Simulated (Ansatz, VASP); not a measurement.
**One calculation of Lu, two programs**

File INCAR:

```
PREC = Accurate ; ENCUT = 520
EDIFF = 1E-8 ; ISMEAR = -1
SIGMA = 0.05 ; LREAL = False
LASPH = True ; NELM = 60
ALGO = Normal ; ISIF = 2
LWAVE = False ; LCHARG = False
GGA = PE ; LEFG = True
NBANDS = 18
```

Contents of KPOINTS:

```
regular mesh
0
Gamma
  15 15 15
```

The input POSCAR:

```
Lu
1.0
   -1.9376852643      1.9376852643      1.9376852643
    1.9376852643     -1.9376852643      1.9376852643
    1.9376852643      1.9376852643     -1.9376852643
Lu
1
Direct
    0.0000000000      0.0000000000      0.0000000000
```

Input for Ansatz:

```yaml
crystal:
  lattice:
    - [-1.9376852643, 1.9376852643, 1.9376852643]
    - [1.9376852643, -1.9376852643, 1.9376852643]
    - [1.9376852643, 1.9376852643, -1.9376852643]
  atoms:
    - { symbol: Lu, position: [0.0, 0.0, 0.0] }
kpoints:
  mp_grid: { grid: [15, 15, 15] }
scf:
  occupations: { method: fermi_dirac, width: 0.05 }
hamiltonian:
  xc: pbe
  pseudopotentials: { kind: paw }
output:
  forces: true
  stress: true
  eigenvalues: true
  efg: { contact_densities: true }
```

Change from the starting cell: volume scaled by 0.975, PAW files.

Alike in both runs: task electric field gradients; functional PBE; k mesh 15 × 15 × 15; occupations fermi-dirac, width 0.05 eV; no spin polarisation.

|  | VASP | Ansatz |
| --- | --- | --- |
| version | VASP 6.6.1 | Ansatz 0.2.0 |
| potentials or method | VASP PAW PBE potentials, release 64 (Lu) | PAW with Ansatz's default frozen-core files, scalar-relativistic |
| plane-wave cutoff (eV) | 520 | 420 |
| valence electrons in the cell | 25 | 25 |

VASP gave:

```
pressure (GPa) : 0.9
```

Problem. Estimate Ansatz's values.

Solution. Pressure (GPa): 0.8.

The functional is the same, so the differences come from potentials, cutoffs and numerics.

Neither program's run includes spin-orbit coupling.
